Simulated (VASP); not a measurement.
Set up this calculation in VASP 6.6.1, as the native input.

| Quantity | Value |
| --- | --- |
| Task | single point |
| Functional | PBE |
| Potentials or basis | VASP PAW PBE potentials, release 64 (Si, C) |
| Cutoff | 520 eV |
| k mesh | 12 × 12 × 2 |
| Occupations | gaussian, width 0.2 eV |
| Spin | no spin polarisation |
| Dipole correction | no |
| Further INCAR settings | ALGO = Normal; EDIFF = 1e-07; NBANDS = 31 |

The structure of Si2C3 lies in POSCAR:

```
Si2C3
1.0
    2.8068357186      0.0000000000      0.0000000000
   -1.4034178593      2.4307910365      0.0000000000
    0.0000000000      0.0000000000     17.4457045629
Si C
4 6
Direct
    1.0000000000      1.0000000000      0.4269661034
    1.0000000000      0.0000000000      0.9269661034
    0.0000000000      0.0000000000      0.0730338966
    0.0000000000      0.0000000000      0.5730338966
    0.0000000000      0.0000000000      0.1768648058
    0.0000000000      0.0000000000      0.6768648058
    1.0000000000      1.0000000000      0.2500000000
    1.0000000000      1.0000000000      0.7500000000
    1.0000000000      1.0000000000      0.3231351942
    1.0000000000      1.0000000000      0.8231351942
```

One way to write it, as run:

INCAR

```
PREC = Accurate ; ENCUT = 520
EDIFF = 1E-7 ; ISMEAR = 0
SIGMA = 0.2 ; LREAL = False
LASPH = True ; NELM = 100
ALGO = Normal ; ISIF = 2
LWAVE = False ; LCHARG = True
GGA = PE ; LELF = True
LVHAR = True ; NBANDS = 31
```

KPOINTS

```
Automatic mesh
0
Gamma
  12 12 2
```

Potentials or basis: VASP PAW PBE potentials, release 64 (Si, C).

The run is started by

```bash
$ cat potpaw_PBE.64/Si/POTCAR potpaw_PBE.64/C/POTCAR > POTCAR
$ mpirun -np 1 vasp_std > vasp.out
```

Results of the run:

```json
{"Pressure": "-0.1 GPa", "Largest force": "0.142 eV/Å", "Band gap on the k mesh": "zero (bands 20 and 21 overlap by 4.65 eV)"}
```

Wall time 87 s on 1 thread of Intel(R) Xeon(R) 6975P-C (Granite Rapids) (shared host), peak memory 0.32 GiB.
